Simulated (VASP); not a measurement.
A run of VASP 6.6.1:

Contents of INCAR:

```
SYSTEM = In2Ag
PREC = Accurate ; ENCUT = 520
EDIFF = 1E-6 ; ISMEAR = 0
SIGMA = 0.1 ; LREAL = .False.
LASPH = .True. ; NELM = 100
ALGO = Fast ; ISIF = 2
LWAVE = .False. ; LCHARG = .False.
GGA = PS ; NBANDS = 46
```

KPOINTS

```
Automatic mesh
0
Gamma
  8 8 8
  0 0 0
```

File POSCAR:

```
In2Ag
1.0
   -3.3301899720      3.3301899720      2.7683506998
    3.3301899720     -3.3301899720      2.7683506998
    3.3301899720      3.3301899720     -2.7683506998
In Ag
4 2
Direct
    0.1545468476      0.6545468476      0.8090936953
    0.6545468476      0.8454531524      0.5000000000
    0.8454531524      0.3454531524      0.1909063047
    0.3454531524      0.1545468476      0.5000000000
    0.7500000000      0.7500000000      0.0000000000
    0.2500000000      0.2500000000      0.0000000000
```

Potentials or basis: VASP PAW PBE potentials, release 64 (In_d, Ag).

Launch:

```console
$ cat potpaw_PBE.64/In_d/POTCAR potpaw_PBE.64/Ag/POTCAR > POTCAR
$ mpirun -np 1 vasp_std > vasp.out
```

Hardware: 1 thread of Intel(R) Xeon(R) 6975P-C (Granite Rapids) (shared host).

How long does it take, and how much memory?

It took 5.2 min on 1 thread of Intel(R) Xeon(R) 6975P-C (Granite Rapids) (shared host), peak memory 0.43 GiB. Counts: scf iterations 22, k points 59.
